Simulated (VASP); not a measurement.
Sb3S2:

```
Sb S
1.0
     3.18968    1.84157    4.65485
    -3.18968    1.84157    4.65485
     0.00000   -3.68313    4.65485
Sb S
3 2
Direct
  0.26504 0.77999 0.26504
  0.26504 0.26504 0.77999
  0.77999 0.26504 0.26504
  0.29490 0.29490 0.29490
  0.96288 0.96288 0.96288
```

* Program: VASP 6.6.1
* Task: relaxation of cell and atoms
* Functional: PBE
* Potentials or basis: VASP PAW PBE potentials, release 64 (Sb, S)
* Cutoff: 600 eV
* k mesh: 6 × 6 × 6
* Occupations: gaussian, width 0.1 eV
* Spin: no spin polarisation

At the start: pressure -0.1 GPa; volume 32.81 Å³/atom.

**Question.** How do energy, volume and symmetry change on relaxing?

**Answer.** Over 18 steps the energy falls by 4.4 meV/atom and the volume is 33.74 Å³/atom (+2.8 %); space group R3m (No. 160, to 0.05 Å).

The path:
```
step  energy change (eV)  largest force (eV/Å)  pressure (GPa)  volume (Å³)
   1              0.0000                0.1706           -0.10       164.06
   2             -0.0038                0.1198            0.20       163.56
   3             -0.0045                0.1089            0.38       163.28
   4             -0.0070                0.1103            0.30       163.80
   5             -0.0118                0.1178            0.11       165.34
   6             -0.0109                0.1821           -0.12       168.46
   7             -0.0129                0.1280           -0.02       166.74
   8             -0.0143                0.1063           -0.05       166.91
   9             -0.0176                0.0710           -0.11       167.40
  10             -0.0205                0.0751           -0.21       168.37
  11             -0.0214                0.0307            0.09       167.72
  12             -0.0214                0.0245            0.04       167.83
  13             -0.0215                0.0209            0.04       167.92
  14             -0.0217                0.0104            0.04       168.19
  15             -0.0218                0.0274            0.05       168.73
  16             -0.0218                0.0195            0.05       168.50
  17             -0.0217                0.0309           -0.11       169.08
  18             -0.0218                0.0064            0.00       168.69
```

Final structure:
```cif
data_structure
_symmetry_space_group_name_H-M 'P 1'
_symmetry_Int_Tables_number 1
_cell_length_a 5.9250
_cell_length_b 5.9250
_cell_length_c 5.9250
_cell_angle_alpha 66.845
_cell_angle_beta 66.845
_cell_angle_gamma 66.845
_cell_volume 168.69
loop_
_atom_site_label
_atom_site_type_symbol
_atom_site_fract_x
_atom_site_fract_y
_atom_site_fract_z
_atom_site_occupancy
Sb1 Sb 0.25673 0.79801 0.25673 1
Sb2 Sb 0.25673 0.25673 0.79801 1
Sb3 Sb 0.79801 0.25673 0.25673 1
S1 S 0.29697 0.29697 0.29697 1
S2 S 0.95940 0.95940 0.95940 1
```
